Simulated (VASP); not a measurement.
# Sb (Fm-3m) in VASP: further runs

Sb is run at these levels: r2SCAN; tasks: single point.

Program: VASP 6.6.1. These are calculated values, not measurements. Logs are shortened: lines on timing, memory, paths and dates and some standing lists are left out, and cuts for length are marked.

### Step 1. The cell of the first run

The structure is cubic, space group Fm-3m (No. 225). The conventional cell has a = 4.741 Å, b = 4.741 Å, c = 4.741 Å, α = 90.00°, β = 90.00°, γ = 90.00°. Within 4.4 Å of Sb (site symmetry m-3m) lie 12 Sb at 3.35 Å.

### Step 2. Single point, r2SCAN

POSCAR reads:

```
Sb
1.0
    0.0000000000      2.3704985377      2.3704985377
    2.3704985377      0.0000000000      2.3704985377
    2.3704985377      2.3704985377      0.0000000000
Sb
1
Direct
    0.0000000000      0.0000000000      0.0000000000
```

INCAR.step1 reads:

```
ALGO = Normal ; EDIFF = 1E-5
ENCUT = 550 ; GGA = PE
GGA_COMPAT = F ; ISMEAR = -1
LASPH = T ; LCHARG = F
LREAL = F ; LWAVE = T
NBANDS = 8 ; NELM = 120
PREC = Accurate ; SIGMA = 0.1
```

INCAR.step2 reads:

```
ALGO = Normal ; EDIFF = 1E-6
ENCUT = 550 ; GGA_COMPAT = F
ISIF = 2 ; ISMEAR = -1
ISTART = 1 ; LASPH = T
LCHARG = F ; LMIXTAU = T
LREAL = F ; LWAVE = F
METAGGA = R2SCAN ; NBANDS = 8
NELM = 120 ; PREC = Accurate
SIGMA = 0.1
```

KPOINTS reads:

```
k-points
0
Gamma
  7 7 7
```

Potentials or basis: VASP PAW PBE potentials, release 64 (Sb).

Started as:

```bash
$ cat potpaw_PBE.64/Sb/POTCAR > POTCAR
$ cp INCAR.step1 INCAR
$ mpirun -np 1 vasp_std > vasp.out
$ cp INCAR.step2 INCAR
$ mpirun -np 1 vasp_std > vasp.out
```

OUTCAR:

```text
EDIFF = 1E-6
   ENCUT = 550
   ISIF = 2
   ISMEAR = -1
   ISTART = 1
   LASPH = T
   LREAL = F
   METAGGA = R2SCAN
   NELM = 120
   PREC = Accurate

 ion  position               nearest neighbor table
   1  0.000  0.000  0.000-

  LATTYP: Found a face centered cubic cell.
 ALAT       =     4.7409970754

  Lattice vectors:

 A1 = (   0.0000000000,   2.3704985377,   2.3704985377)
 A2 = (   2.3704985377,   0.0000000000,   2.3704985377)
 A3 = (   2.3704985377,   2.3704985377,   0.0000000000)

Analysis of symmetry for initial positions (statically):
=====================================================================
 Subroutine PRICEL returns:
 Original cell was already a primitive cell.

 Routine SETGRP: Setting up the symmetry group for a
 face centered cubic supercell.

 Subroutine GETGRP returns: Found 48 space group operations
 (whereof 48 operations were pure point group operations)
 out of a pool of 48 trial point group operations.

The static configuration has the point symmetry O_h .

Analysis of symmetry for dynamics (positions and initial velocities):
=====================================================================
 Subroutine PRICEL returns:
 Original cell was already a primitive cell.

 Routine SETGRP: Setting up the symmetry group for a
 face centered cubic supercell.

 Subroutine GETGRP returns: Found 48 space group operations
 (whereof 48 operations were pure point group operations)
 out of a pool of 48 trial point group operations.

The dynamic configuration has the point symmetry O_h .

 Subroutine INISYM returns: Found 48 space group operations
 (whereof 48 operations are pure point group operations),
 and found     1 'primitive' translations

----------------------------------------------------------------------------------------

                                     Primitive cell

  volume of cell :      26.6409

  direct lattice vectors                    reciprocal lattice vectors
     0.000000000  2.370498538  2.370498538    -0.210926095  0.210926095  0.210926095
     2.370498538  0.000000000  2.370498538     0.210926095 -0.210926095  0.210926095
     2.370498538  2.370498538  0.000000000     0.210926095  0.210926095 -0.210926095

  length of vectors
     3.352391182  3.352391182  3.352391182     0.365334713  0.365334713  0.365334713

  position of ions in fractional coordinates (direct lattice)
[... 72 lines left out ...]
   EDIFF  = 0.1E-05   stopping-criterion for ELM
   LREAL  =      F    real-space projection
   EDIFFG = 0.1E-04   stopping-criterion for IOM
   NSW    =      0    number of steps for IOM
   IBRION =     -1    ionic relax: 0-MD 1-quasi-New 2-CG
   NFREE  =      0    steps in history (QN), initial steepest desc. (CG)
   ISIF   =      2    stress and relaxation
   ISYM   =      2    0-nonsym 1-usesym 2-fastsym
   POTIM  = 0.5000    time-step for ionic-motion
   TEBEG  =    0.0;   TEEND  =   0.0 temperature during run
   PSTRESS=    0.0 pullay stress
   NELECT =       5.0000    total number of electrons
   NUPDOWN=      -1.0000    fix difference up-down
   EMIN   =  10.00;   EMAX   =-10.00  energy-range for DOS
   EFERMI =   0.00;   METHOD = LEGACY
   ISMEAR =    -1;   SIGMA  =   0.10  broadening in eV -4-tet -1-fermi 0-gaus
   EFERMI_NEDOS =   21; number of points for ismear=-14 and -15
   IALGO  =     38    algorithm
   IMIX   =      4    mixing-type and parameters
     AMIX     =   0.40;   BMIX     =  1.00
     AMIX_MAG =   1.60;   BMIX_MAG =  1.00
  volume/ion in A,a.u.               =      26.64       179.78
  Fermi-wavevector in a.u.,A,eV,Ry     =   0.937307  1.771253 11.953320  0.878544
  Thomas-Fermi vector in A             =   2.064405
   LORBIT       =      0    0 simple, 1 ext, 2 COOP (PROOUT), +10 PAW based schemes
   METAGGA = R2SCAN    functional components
   LHFCALC =     F    Hartree Fock is set to
   AEXX    =    0.0000 exact exchange contribution
   IVDW    =     0    specifies the selected vdW correction
   LEPSILON=     F    determine dielectric tensor
   LRPA    =     F    only Hartree local field effects (RPA)
 non-spin polarized calculation
  energy-cutoff  :      550.00
  volume of cell :       26.64
 maximum number of plane-waves:       801
 NGX is ok and might be reduce to    28
   NGX = 13   NGY = 13   NGZ = 13

 number of electron       5.0000000 magnetization

 Free energy of the ion-electron system (eV)
  ---------------------------------------------------
  ext. energy  EPLUGINS =         0.00000000
  ---------------------------------------------------
  free energy    TOTEN  =       -25.23792808 eV

  energy without entropy =      -25.19953253  energy(sigma->0) =      -25.21873030

 E-fermi :   8.3808     XC(G=0): -10.8879

 val. band max:        8.3718121652   @ k =   0.2857   0.1429   0.0000
 cond. band min:       8.6003891665   @ k =   0.2857   0.2857   0.0000
 fundamental gap:      0.2285770013
 Fermi energy:         8.3807831772

 k-point     1 :       0.0000    0.0000    0.0000
  band No.  band energies     occupation
      1      -5.0687      2.00000
      2      14.3189      0.00000
      3      14.3189      0.00000
      4      14.3189      0.00000
      5      19.0531      0.00000
      6      19.0531      0.00000
      7      19.0531      0.00000
      8      19.6232      0.00000
[... 199 lines left out ...]
 k-point    20 :      -0.2857    0.4286    0.1429
  band No.  band energies     occupation
      1       0.8157      2.00000
      2       4.8314      2.00000
      3       5.1816      2.00000
      4       8.2379      1.61341
      5      16.7895      0.00000
      6      20.1771      0.00000
      7      21.3542      0.00000
      8      21.9741      0.00000

------------------------ aborting loop because EDIFF is reached ----------------------------------------

  FORCE on cell =-STRESS in cart. coord.  units (eV):
  Direction    XX          YY          ZZ          XY          YZ          ZX
  --------------------------------------------------------------------------------------
  -------------------------------------------------------------------------------------
  Total        0.1066158      0.1066158      0.1066158     -0.0000000     -0.0000000     -0.0000000
  in kB        6.4118431      6.4118431      6.4118431     -0.0000000     -0.0000000     -0.0000000
  external PRESSURE =       6.4118431 kB  Pullay stress =       0.0000000 kB

 VOLUME and BASIS-vectors are now :
 -----------------------------------------------------------------------------
  energy-cutoff  :      550.00
  volume of cell :       26.64
      direct lattice vectors                 reciprocal lattice vectors
     0.000000000  2.370498538  2.370498538    -0.210926095  0.210926095  0.210926095
     2.370498538  0.000000000  2.370498538     0.210926095 -0.210926095  0.210926095
     2.370498538  2.370498538  0.000000000     0.210926095  0.210926095 -0.210926095

 POSITION                                       TOTAL-FORCE (eV/Angst)
 -----------------------------------------------------------------------------------
      0.00000      0.00000      0.00000         0.000000      0.000000      0.000000
 -----------------------------------------------------------------------------------
    total drift:                                0.000000      0.000000     -0.000000

  FREE ENERGIE OF THE ION-ELECTRON SYSTEM (eV)
  ---------------------------------------------------
  free  energy   TOTEN  =       -25.2379280795 eV

  energy  without entropy=      -25.1995325281  energy(sigma->0) =      -25.21873030
```

OUTCAR.step1:

```text
EDIFF = 1E-5
   ENCUT = 550
   GGA = PE
   ISMEAR = -1
   LASPH = T
   LREAL = F
[... 427 lines left out ...]

 POSITION                                       TOTAL-FORCE (eV/Angst)
 -----------------------------------------------------------------------------------
      0.00000      0.00000      0.00000         0.000000     -0.000000      0.000000
 -----------------------------------------------------------------------------------
    total drift:                                0.000000      0.000000     -0.000000

  FREE ENERGIE OF THE ION-ELECTRON SYSTEM (eV)
  ---------------------------------------------------
  free  energy   TOTEN  =        -3.8276157159 eV

  energy  without entropy=       -3.7887201892  energy(sigma->0) =       -3.80816795
```

It took 34 s on 1 thread of AMD EPYC 7R43 (Zen 3), shared host; peak memory 0.12 GiB.

Results:

```
Free energy : -25.2379 eV
Pressure    : 0.6 GPa
```

Levels at points of the mesh, in eV from the Fermi level:
| k point | band 1 | band 2 | band 3 | band 4 | band 5 | band 6 | band 7 |
| --- | --- | --- | --- | --- | --- | --- | --- |
| (0.00, 0.00, 0.00) | -13.45 | 5.94 | 5.94 | 5.94 | 10.67 | 10.67 | 10.67 |

Caveat: the PAW data sets were made with another functional, which shifts forces and pressure a little; spin-orbit coupling is left out, which moves the levels of the heavy elements.

### Step 3. Single point, r2SCAN

This run uses another cell than the first one, of 26.91 Å³/atom, 1.010 times its volume.

POSCAR reads:

```
Sb
1.0
    0.0000000000      2.3784532904      2.3784532904
    2.3784532904      0.0000000000      2.3784532904
    2.3784532904      2.3784532904      0.0000000000
Sb
1
Direct
    0.0000000000      0.0000000000      0.0000000000
```

INCAR.step1 reads:

```
  PREC = Accurate
  ENCUT = 550
  ISMEAR = -1
  SIGMA = 0.1
  LREAL = False
  LASPH = True
  NELM = 120
  NBANDS = 8
  GGA = PE
  ALGO = Normal
  EDIFF = 1E-5
  LWAVE = True
  LCHARG = False
  GGA_COMPAT = False
```

INCAR.step2 reads:

```
  PREC = Accurate
  ENCUT = 550
  EDIFF = 1E-6
  ISMEAR = -1
  SIGMA = 0.1
  LREAL = False
  LASPH = True
  NELM = 120
  ALGO = Normal
  ISIF = 2
  LWAVE = False
  LCHARG = False
  METAGGA = R2SCAN
  LMIXTAU = True
  NBANDS = 8
  ISTART = 1
  GGA_COMPAT = False
```

KPOINTS reads:

```
regular mesh
0
Gamma
  7 7 7
```

Potentials or basis: VASP PAW PBE potentials, release 64 (Sb).

Started as:

```bash
$ cat potpaw_PBE.64/Sb/POTCAR > POTCAR
$ cp INCAR.step1 INCAR
$ mpirun -np 1 vasp_std > vasp.out
$ cp INCAR.step2 INCAR
$ mpirun -np 1 vasp_std > vasp.out
```

Run time: 36 s. Hardware: 1 thread of AMD EPYC 7R43 (Zen 3), shared host; peak memory 0.12 GiB.

The run converged. Its results:

| Item | Value |
| --- | --- |
| Free energy | -25.2383 eV |
| Pressure | -0.1 GPa |

Levels at points of the mesh, in eV from the Fermi level:
```csv
k point,band 1,band 2,band 3,band 4,band 5,band 6
"(0.00, 0.00, 0.00)",-13.37,5.86,5.86,5.86,10.64,10.64
```

Caveat: the PAW data sets were made with another functional, which shifts forces and pressure a little; spin-orbit coupling is left out, which moves the levels of the heavy elements.

### Step 4. Single point, r2SCAN

This run uses another cell than the first one, of 27.18 Å³/atom, 1.020 times its volume.

POSCAR reads:

```
Sb
1.0
    0.0000000000      2.3863551866      2.3863551866
    2.3863551866      0.0000000000      2.3863551866
    2.3863551866      2.3863551866      0.0000000000
Sb
1
Direct
    0.0000000000      0.0000000000      0.0000000000
```

INCAR.step1 reads:

```
PREC = Accurate
ENCUT = 550
ISMEAR = -1
SIGMA = 0.1
LREAL = False
LASPH = True
NELM = 120
NBANDS = 8
GGA = PE
ALGO = Normal
EDIFF = 1E-5
LWAVE = True
LCHARG = False
GGA_COMPAT = False
```

INCAR.step2 reads:

```
PREC = Accurate
ENCUT = 550
EDIFF = 1E-6
ISMEAR = -1
SIGMA = 0.1
LREAL = False
LASPH = True
NELM = 120
ALGO = Normal
ISIF = 2
LWAVE = False
LCHARG = False
METAGGA = R2SCAN
LMIXTAU = True
NBANDS = 8
ISTART = 1
GGA_COMPAT = False
```

KPOINTS is that of step 3.

Started as:

```bash
$ cat potpaw_PBE.64/Sb/POTCAR > POTCAR
$ cp INCAR.step1 INCAR
$ mpirun -np 1 vasp_std > vasp.out
$ cp INCAR.step2 INCAR
$ mpirun -np 1 vasp_std > vasp.out
```

It took 36 s on 1 thread of AMD EPYC 7R43 (Zen 3), shared host; peak memory 0.12 GiB.

Results (log left out):

- Free energy: -25.2377 eV
- Pressure: -0.6 GPa

Levels at points of the mesh, in eV from the Fermi level:
```tsv
k point	band 1	band 2	band 3	band 4	band 5	band 6
(0.00, 0.00, 0.00)	-13.29	5.78	5.78	5.78	10.60	10.60
```

Caveat: the PAW data sets were made with another functional, which shifts forces and pressure a little; spin-orbit coupling is left out, which moves the levels of the heavy elements.

### Step 5. The runs side by side

| cell | gap on the mesh (eV) | pressure (GPa) |
| --- | --- | --- |
| a = 3.352 Å, angles 60.0°, 1 atom | none | 0.6 |
| a = 3.364 Å, angles 60.0°, 1 atom | none | -0.1 |
| a = 3.375 Å, angles 60.0°, 1 atom | none | -0.6 |

Alike in all rows: task single point; level r2SCAN; potentials or basis VASP PAW PBE potentials, release 64 (Sb); no spin polarisation; k mesh 7 × 7 × 7; cutoff (eV) 550; smearing fermi-dirac 0.1 eV.

Caveats: the PAW data sets were made with another functional, which shifts forces and pressure a little; spin-orbit coupling is left out, which moves the levels of the heavy elements.

Absolute energies hang on the potentials; compare differences alone.
